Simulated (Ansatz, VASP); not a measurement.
This is a calculation of Sb for VASP 6.6.1.

File INCAR:

```
ALGO = Normal
EDIFF = 1E-6
ENCUT = 400
GGA = PS
GGA_COMPAT = False
ISIF = 2
ISMEAR = -1
LASPH = True
LCHARG = True
LELF = True
LREAL = False
LVHAR = True
LWAVE = False
NBANDS = 12
NELM = 120
NELMDL = -8
PREC = Accurate
SIGMA = 0.05
```

The input KPOINTS:

```
k-points
0
Gamma
  8 9 1
```

POSCAR

```
Sb
1.0
    3.2305600000      0.0000000000      0.0000000000
    0.0000000000      3.1098000000      0.0000000000
    0.0000000000      0.0000000000     31.3600000000
Sb
2
Direct
    0.0000000000      0.0000000000      0.2463800000
    0.5000000000      0.0000000000      0.3276000000
```

Potentials or basis: VASP PAW PBE potentials, release 64 (Sb).

The run is started by

```console
$ cat potpaw_PBE.64/Sb/POTCAR > POTCAR
$ mpirun -np 1 vasp_std > vasp.out
```

Translate it to Ansatz 0.2.0. Potentials there: all-electron LAPW, scalar-relativistic.

As run (the cutoff follows the program's own potentials):

File input.yaml:

```yaml
crystal:
  lattice:
    - [3.23056, 0.0, 0.0]
    - [0.0, 3.1098, 0.0]
    - [0.0, 0.0, 31.36]
  atoms:
    - { symbol: Sb, position: [0.0, 0.0, 0.24638] }
    - { symbol: Sb, position: [0.5, 0.0, 0.3276] }
kpoints:
  mp_grid: { grid: [8, 9, 1] }
scf:
  occupations: { method: fermi_dirac, width: 0.05 }
hamiltonian:
  xc: pbesol
  pseudopotentials: { kind: all_electron, lapw: { basis_error: 0.002 } }
output:
  forces: true
  stress: true
  eigenvalues: true
```

Potentials or basis: all-electron LAPW, scalar-relativistic.

Command:

```console
$ ansatz run input.yaml --threads 4 --pin off --max-ram 12288MiB --backend cpu --events-out ev --progress --plain --runs-dir out
```

Both were run:

|  | VASP | Ansatz | Ansatz less VASP |
| --- | --- | --- | --- |
| gap on the k mesh at the Fermi level (eV) | none | none | - |
| rms of the force components (eV/Å) | 0.081 | 0.100 | +0.0185 |

VASP's potentials were made for PBE, not for PBEsol. Atom by atom the forces differ by 0.018 eV/Å (rms over components). A gap of «none» marks a metal or a gap that the smearing closes. Ansatz ran all-electron here, and VASP with PAW potentials.

Spin-orbit coupling is off throughout.
